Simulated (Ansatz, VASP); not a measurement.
# La in VASP and in Ansatz

```
La
1.0
     2.45392    0.00000    0.00000
     0.00000    2.45392    0.00000
     0.00000    0.00000    2.45392
La
1
Direct
  0.00000 0.00000 0.00000
```

Change from the starting cell: volume scaled by 0.4, LAPW.

Alike in both runs: task single point; functional PBE; k mesh 12 × 12 × 12; occupations fermi-dirac, width 0.08 eV; no spin polarisation.

|  | VASP | Ansatz |
| --- | --- | --- |
| version | VASP 6.6.1 | Ansatz 0.2.0 |
| potentials or method | VASP PAW PBE potentials, release 64 (La), cutoff 500 eV | all-electron LAPW, scalar-relativistic |

```csv
,VASP,Ansatz,Ansatz less VASP
pressure (GPa),193.0,191.8,-1.16
```

Both programs put the cell under a high pressure, so it lies far from rest at this level. Ansatz ran all-electron here, and VASP with PAW potentials.

Neither program's run includes spin-orbit coupling. Noted on VASP's run: the cell as given lies far from equilibrium.
